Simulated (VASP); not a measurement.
# CsCl (Pm-3m) in VASP: notebook, part 2 of 2

VASP 6.6.1. The steps go on from the part before.

## Step 3: Relaxation of cell and atoms, r2SCAN

This run uses another cell than the first one, of 35.04 Å³/atom.

Input file POSCAR:

```
CsCl
1.0
    4.1230000000      0.0000000000      0.0000000000
    0.0000000000      4.1230000000      0.0000000000
    0.0000000000      0.0000000000      4.1230000000
Cs Cl
1 1
Direct
    0.0000000000      0.0000000000      0.0000000000
    0.5000000000      0.5000000000      0.5000000000
```

Input file INCAR.step1:

```
SYSTEM = CsCl
  ALGO = Normal
  EDIFF = 1E-5
  EDIFFG = -0.005
  ENCUT = 550
  GGA = PE
  GGA_COMPAT = .False.
  IBRION = 2
  ISIF = 3
  ISMEAR = -1
  LASPH = .True.
  LCHARG = .False.
  LREAL = .False.
  LWAVE = .True.
  NELM = 120
  NELMIN = 4
  NSW = 100
  PREC = Accurate
  SIGMA = 0.05
```

Input file INCAR.step2:

```
SYSTEM = CsCl
  ALGO = Normal
  EDIFF = 1E-7
  EDIFFG = -0.002
  ENCUT = 550
  GGA_COMPAT = .False.
  IBRION = 2
  ISIF = 3
  ISMEAR = -1
  ISTART = 1
  LASPH = .True.
  LCHARG = .False.
  LMIXTAU = .True.
  LREAL = .False.
  LWAVE = .False.
  METAGGA = R2SCAN
  NELM = 120
  NELMIN = 4
  NSW = 100
  PREC = Accurate
  SIGMA = 0.05
```

Input file KPOINTS:

```
k-points
0
Gamma
  8 8 8
  0 0 0
```

Potentials or basis: VASP PAW PBE potentials, release 64 (Cs_sv, Cl).

Run with:

```bash
$ cat potpaw_PBE.64/Cs_sv/POTCAR potpaw_PBE.64/Cl/POTCAR > POTCAR
$ cp INCAR.step1 INCAR
$ mpirun -np 1 vasp_std > vasp.out
$ cp INCAR.step2 INCAR
$ mpirun -np 1 vasp_std > vasp.out
```

OUTCAR:

```text
SYSTEM = CsCl
   EDIFF = 1E-7
   EDIFFG = -0.002
   ENCUT = 550
   IBRION = 2
   ISIF = 3
   ISMEAR = -1
   ISTART = 1
   LASPH = .True.
   LREAL = .False.
   METAGGA = R2SCAN
   NELM = 120
   NELMIN = 4
   NSW = 100
   PREC = Accurate

 ion  position               nearest neighbor table
   1  0.000  0.000  0.000-
   2  0.500  0.500  0.500-

  LATTYP: Found a simple cubic cell.
 ALAT       =     4.1230000000

  Lattice vectors:

 A1 = (   4.1230000000,   0.0000000000,   0.0000000000)
 A2 = (   0.0000000000,   4.1230000000,   0.0000000000)
 A3 = (   0.0000000000,   0.0000000000,   4.1230000000)

Analysis of symmetry for initial positions (statically):
=====================================================================
 Subroutine PRICEL returns:
 Original cell was already a primitive cell.

 Routine SETGRP: Setting up the symmetry group for a
 simple cubic supercell.
[... 255 lines left out ...]
 Fermi energy:         0.3731350493

 k-point     1 :       0.0000    0.0000    0.0000
  band No.  band energies     occupation
      1     -20.6736      2.00000
      2     -13.4749      2.00000
      3      -6.7928      2.00000
      4      -6.7928      2.00000
      5      -6.7928      2.00000
      6      -0.7667      2.00000
      7      -0.7667      2.00000
      8      -0.7667      2.00000
      9       5.1448      0.00000
     10       5.1448      0.00000
     11       5.2169      0.00000
     12       9.9265      0.00000
[... 331 lines left out ...]
 k-point    24 :       0.5000    0.3750    0.1250
  band No.  band energies     occupation
      1     -20.5227      2.00000
      2     -13.3989      2.00000
      3      -7.4849      2.00000
      4      -7.3997      2.00000
      5      -6.7075      2.00000
      6      -1.3474      2.00000
      7      -1.2887      2.00000
      8      -0.9606      2.00000
      9       6.3491      0.00000
     10       6.3912      0.00000
     11       8.0386      0.00000
     12       8.0556      0.00000

 [... further k-points ...]
[... 5 lines left out ...]
  --------------------------------------------------------------------------------------
  -------------------------------------------------------------------------------------
  Total       -0.0024284     -0.0024284     -0.0024284      0.0000000      0.0000000     -0.0000000
  in kB       -0.0546889     -0.0546889     -0.0546889      0.0000000      0.0000000     -0.0000000
  external PRESSURE =      -0.0546889 kB  Pullay stress =       0.0000000 kB
[... 17 lines left out ...]
  FREE ENERGIE OF THE ION-ELECTRON SYSTEM (eV)
  ---------------------------------------------------
  free  energy   TOTEN  =       -35.5250344199 eV

  energy  without entropy=      -35.5250344199  energy(sigma->0) =      -35.52503442

 reached required accuracy - stopping structural energy minimisation
```

OUTCAR.step1:

```text
SYSTEM = CsCl
   EDIFF = 1E-5
   EDIFFG = -0.005
   ENCUT = 550
   GGA = PE
   IBRION = 2
   ISIF = 3
   ISMEAR = -1
   LASPH = .True.
[... 722 lines left out ...]
  -------------------------------------------------------------------------------------
  Total       -0.0070361     -0.0070361     -0.0070361     -0.0000000      0.0000000     -0.0000000
  in kB       -0.1512121     -0.1512121     -0.1512121     -0.0000000      0.0000000     -0.0000000
  external PRESSURE =      -0.1512121 kB  Pullay stress =       0.0000000 kB
[... 17 lines left out ...]
  FREE ENERGIE OF THE ION-ELECTRON SYSTEM (eV)
  ---------------------------------------------------
  free  energy   TOTEN  =        -6.5406427375 eV

  energy  without entropy=       -6.5406427374  energy(sigma->0) =       -6.54064274

 reached required accuracy - stopping structural energy minimisation
```

OSZICAR.step1:

```text
N       E                     dE             d eps       ncg     rms          rms(c)
DAV:   1     0.991498888788E+02    0.99150E+02   -0.73103E+03   840   0.121E+03
DAV:   2     0.438265240416E+00   -0.98712E+02   -0.92525E+02  1236   0.192E+02
DAV:   3    -0.685960662941E+01   -0.72979E+01   -0.72658E+01  1052   0.598E+01
DAV:   4    -0.694090325800E+01   -0.81297E-01   -0.81255E-01   988   0.742E+00
[... 32 lines left out ...]
DAV:   1    -0.654239240830E+01   -0.17907E-02   -0.33464E-02   840   0.124E+00    0.219E-01
DAV:   2    -0.654093441354E+01    0.14580E-02   -0.25948E-03   892   0.307E-01    0.742E-02
DAV:   3    -0.654066774676E+01    0.26667E-03   -0.70610E-04   844   0.163E-01    0.405E-02
DAV:   4    -0.654064420005E+01    0.23547E-04   -0.57624E-05   920   0.494E-02    0.101E-02
DAV:   5    -0.654064273745E+01    0.14626E-05   -0.31809E-06   460   0.128E-02
   5 F= -.65406427E+01 E0= -.65406427E+01  d E =-.135525E-01
```

It took 3.8 min on 1 thread of Intel Xeon Platinum 8259CL at 2.50GHz (Skylake/Cascade Lake), shared host; peak memory 0.21 GiB.

What came out:

```yaml
Free_energy: -35.5250 eV
Relaxed_volume: 35.57 Å³/atom
Relaxed_cell: a = 4.144 Å, b = 4.144 Å, c = 4.144 Å, α = 90.00°, β = 90.00°, γ = 90.00°
Space_group_after_relaxing_to_0.1_Å: Pm-3m (No. 221)
Energy_gained_by_relaxing: 0.4 meV/atom
Ionic_steps: 3
Pressure_after_relaxing: 0.0 GPa
Band_gap_on_the_k_mesh: 5.91 eV
```

Step by step:
```
step  energy change (eV)  largest force (eV/Å)  pressure (GPa)  volume (Å³)
   1              0.0000                0.0000            0.28        70.09
   2             -0.0008                0.0000            0.11        70.71
   3             -0.0009                0.0000           -0.01        71.14
```

Final structure:
```xyz
2
Lattice="4.1436 0.0000 0.0000 0.0000 4.1436 0.0000 0.0000 0.0000 4.1436" Properties=species:S:1:pos:R:3 pbc="T T T"
Cs    0.0000    0.0000    0.0000
Cl    2.0718    2.0718    2.0718
```

Levels at points of the mesh, in eV from the valence-band top:
```
           k point  band 5  band 6  band 7  band 8  band 9  band 10  band 11  band 12
(0.00, 0.00, 0.00)   -6.03    0.00    0.00    0.00    5.91     5.91     5.98    10.69
(0.50, 0.00, 0.00)   -5.89   -1.12   -0.22   -0.22    6.94     8.23     9.55     9.89
(0.50, 0.50, 0.00)   -5.81   -0.43   -0.43   -0.05    6.55     6.64     8.62     8.62
(0.50, 0.50, 0.50)   -6.55   -1.06   -1.06   -1.06    9.11     9.11     9.11    11.23
```

Caveat: the PAW data sets were made with another functional, which shifts forces and pressure a little; spin-orbit coupling is left out, which moves the levels of the heavy elements.
